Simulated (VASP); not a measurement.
# AlN (F-43m) in VASP: single point with PBEsol

Aim: the single point of AlN with PBEsol.

Everything below comes from runs of VASP 6.6.1. Logs are shortened: lines on timing, memory, paths and dates and some standing lists are left out, and cuts for length are marked.

**1. The cell of the first run**

The structure is cubic, space group F-43m (No. 216). Conventional cell: a = 4.368 Å, b = 4.368 Å, c = 4.368 Å, α = 90.00°, β = 90.00°, γ = 90.00°. Within 2.5 Å of Al (site symmetry -43m) lie 4 N at 1.89 Å. Within 2.5 Å of N (site symmetry -43m) lie 4 Al at 1.89 Å.

**2. Single point, PBEsol**

INCAR

```
  PREC = Accurate
  ENCUT = 600
  EDIFF = 1E-6
  ISMEAR = 0
  SIGMA = 0.01
  LREAL = F
  LASPH = T
  NELM = 120
  ALGO = Normal
  ISIF = 2
  LWAVE = F
  LCHARG = F
  GGA = PS
  NBANDS = 11
  GGA_COMPAT = F
```

KPOINTS

```
regular mesh
0
Gamma
  5 5 5
```

POSCAR

```
AlN
1.0
    0.0000000000      2.1839935000      2.1839935000
    2.1839935000      0.0000000000      2.1839935000
    2.1839935000      2.1839935000      0.0000000000
Al N
1 1
Direct
    0.0000000000      0.0000000000      0.0000000000
    0.2500000000      0.2500000000      0.2500000000
```

Potentials or basis: VASP PAW PBE potentials, release 64 (Al, N).

Started as:

```console
> cat potpaw_PBE.64/Al/POTCAR potpaw_PBE.64/N/POTCAR > POTCAR
> mpirun -np 1 vasp_std > vasp.out
```

OUTCAR:

```text
PREC = Accurate
   ENCUT = 600
   EDIFF = 1E-6
   ISMEAR = 0
   LREAL = F
   LASPH = T
   NELM = 120
   ISIF = 2
   GGA = PS

 ion  position               nearest neighbor table
   1  0.000  0.000  0.000-   2 1.89   2 1.89   2 1.89   2 1.89
   2  0.250  0.250  0.250-   1 1.89   1 1.89   1 1.89   1 1.89

  LATTYP: Found a face centered cubic cell.
 ALAT       =     4.3679870000

  Lattice vectors:

 A1 = (   0.0000000000,   2.1839935000,   2.1839935000)
 A2 = (   2.1839935000,   0.0000000000,   2.1839935000)
 A3 = (   2.1839935000,   2.1839935000,   0.0000000000)

Analysis of symmetry for initial positions (statically):
=====================================================================
 Subroutine PRICEL returns:
 Original cell was already a primitive cell.

 Routine SETGRP: Setting up the symmetry group for a
 face centered cubic supercell.

 Subroutine GETGRP returns: Found 24 space group operations
 (whereof 24 operations were pure point group operations)
 out of a pool of 48 trial point group operations.

The static configuration has the point symmetry T_d .

Analysis of symmetry for dynamics (positions and initial velocities):
=====================================================================
 Subroutine PRICEL returns:
 Original cell was already a primitive cell.

 Routine SETGRP: Setting up the symmetry group for a
 face centered cubic supercell.

 Subroutine GETGRP returns: Found 24 space group operations
 (whereof 24 operations were pure point group operations)
 out of a pool of 48 trial point group operations.

The dynamic configuration has the point symmetry T_d .

 Subroutine INISYM returns: Found 24 space group operations
 (whereof 24 operations are pure point group operations),
 and found     1 'primitive' translations

----------------------------------------------------------------------------------------

                                     Primitive cell

  volume of cell :      20.8345

  direct lattice vectors                    reciprocal lattice vectors
     0.000000000  2.183993500  2.183993500    -0.228938410  0.228938410  0.228938410
     2.183993500  0.000000000  2.183993500     0.228938410 -0.228938410  0.228938410
     2.183993500  2.183993500  0.000000000     0.228938410  0.228938410 -0.228938410

  length of vectors
     3.088633228  3.088633228  3.088633228     0.396532958  0.396532958  0.396532958

  position of ions in fractional coordinates (direct lattice)
     0.000000000  0.000000000  0.000000000
     0.250000000  0.250000000  0.250000000

  ion indices of the primitive-cell ions
   primitive index   ion index
                 1           1
                 2           2
[... 68 lines left out ...]
   NELECT =       8.0000    total number of electrons
   NUPDOWN=      -1.0000    fix difference up-down
   EMIN   =  10.00;   EMAX   =-10.00  energy-range for DOS
   EFERMI =   0.00;   METHOD = LEGACY
   ISMEAR =     0;   SIGMA  =   0.01  broadening in eV -4-tet -1-fermi 0-gaus
   EFERMI_NEDOS =   21; number of points for ismear=-14 and -15
   IALGO  =     38    algorithm
   IMIX   =      4    mixing-type and parameters
     AMIX     =   0.40;   BMIX     =  1.00
     AMIX_MAG =   1.60;   BMIX_MAG =  1.00
  volume/ion in A,a.u.               =      10.42        70.30
  Fermi-wavevector in a.u.,A,eV,Ry     =   1.189899  2.248583 19.263945  1.415860
  Thomas-Fermi vector in A             =   2.325996
   LORBIT       =      0    0 simple, 1 ext, 2 COOP (PROOUT), +10 PAW based schemes
   GGA     = PS    functional components
   LHFCALC =     F    Hartree Fock is set to
   AEXX    =    0.0000 exact exchange contribution
   IVDW    =     0    specifies the selected vdW correction
   LEPSILON=     F    determine dielectric tensor
   LRPA    =     F    only Hartree local field effects (RPA)
 non-spin polarized calculation
 Gauss-broadening in eV      SIGMA  =   0.01
  energy-cutoff  :      600.00
  volume of cell :       20.83
 maximum number of plane-waves:       725
 NGX is ok and might be reduce to    28
   NGX = 13   NGY = 13   NGZ = 13

 number of electron       7.9999999 magnetization

 Free energy of the ion-electron system (eV)
  ---------------------------------------------------
  ext. energy  EPLUGINS =         0.00000000
  ---------------------------------------------------
  free energy    TOTEN  =       -15.60418113 eV

  energy without entropy =      -15.60418113  energy(sigma->0) =      -15.60418113

 E-fermi :   5.9544     XC(G=0): -11.1279

 val. band max:        5.8863764255   @ k =   0.0000   0.0000   0.0000
 cond. band min:       9.6515643514   @ k =   0.4000   0.4000   0.0000
 fundamental gap:      3.7651879258
 Fermi energy:         5.9544431496

 k-point     1 :       0.0000    0.0000    0.0000
  band No.  band energies     occupation
      1      -9.0748      2.00000
      2       5.8864      2.00000
      3       5.8864      2.00000
      4       5.8864      2.00000
      5      10.0153      0.00000
      6      18.3476      0.00000
      7      18.3476      0.00000
      8      18.3476      0.00000
      9      23.4663      0.00000
     10      23.4663      0.00000
     11      24.8185      0.00000
[... 113 lines left out ...]
 k-point    10 :      -0.4000    0.4000    0.2000
  band No.  band energies     occupation
      1      -6.5111      2.00000
      2       1.4916      2.00000
      3       2.9239      2.00000
      4       3.9771      2.00000
      5      11.8999      0.00000
      6      16.4974      0.00000
      7      17.0836      0.00000
      8      19.2272      0.00000
      9      22.3693      0.00000
     10      24.9689      0.00000
     11      30.3893      0.00000

------------------------ aborting loop because EDIFF is reached ----------------------------------------

  FORCE on cell =-STRESS in cart. coord.  units (eV):
  Direction    XX          YY          ZZ          XY          YZ          ZX
  --------------------------------------------------------------------------------------
  -------------------------------------------------------------------------------------
  Total        0.1532897      0.1532897      0.1532897      0.0000000      0.0000000      0.0000000
  in kB       11.7879809     11.7879809     11.7879809      0.0000000      0.0000000      0.0000000
  external PRESSURE =      11.7879809 kB  Pullay stress =       0.0000000 kB

 VOLUME and BASIS-vectors are now :
 -----------------------------------------------------------------------------
  energy-cutoff  :      600.00
  volume of cell :       20.83
      direct lattice vectors                 reciprocal lattice vectors
     0.000000000  2.183993500  2.183993500    -0.228938410  0.228938410  0.228938410
     2.183993500  0.000000000  2.183993500     0.228938410 -0.228938410  0.228938410
     2.183993500  2.183993500  0.000000000     0.228938410  0.228938410 -0.228938410

 POSITION                                       TOTAL-FORCE (eV/Angst)
 -----------------------------------------------------------------------------------
      0.00000      0.00000      0.00000        -0.000000     -0.000000     -0.000000
      1.09200      1.09200      1.09200         0.000000      0.000000      0.000000
 -----------------------------------------------------------------------------------
    total drift:                                0.000000      0.000000      0.000000

  FREE ENERGIE OF THE ION-ELECTRON SYSTEM (eV)
  ---------------------------------------------------
  free  energy   TOTEN  =       -15.6041811297 eV

  energy  without entropy=      -15.6041811297  energy(sigma->0) =      -15.60418113
```

stdout:

```text
POSCAR found type information on POSCAR AlN
 POSCAR found :  2 types and       2 ions
 scaLAPACK will be used
 -----------------------------------------------------------------------------
|                                                                             |
|                                                                             |
|     You enforced a specific xc type in the INCAR file but a different       |
|     I HOPE YOU KNOW WHAT YOU ARE DOING!                                     |
|                                                                             |
 -----------------------------------------------------------------------------

 LDA part: xc-table for (Slater+PW92), standard interpolation
 POSCAR, INCAR and KPOINTS ok, starting setup
 FFT: planning ... GRIDC
 FFT: planning ... GRID_SOFT
 FFT: planning ... GRID
 WAVECAR not read
 entering main loop
```

Run time: 3.5 s. Hardware: 1 thread of AMD EPYC 7R13 (Zen 3), shared host; peak memory 0.11 GiB.

What came out:

```yaml
Free_energy: -15.6042 eV
Pressure: 1.2 GPa
Band_gap_on_the_k_mesh: 3.77 eV (least direct gap 4.13 eV)
```

Caveat: the k points lie up to 0.50 Å⁻¹ apart; the PAW data sets were made with another functional, which shifts forces and pressure a little; an odd mesh through Γ misses points on the zone boundary, where band edges can lie.
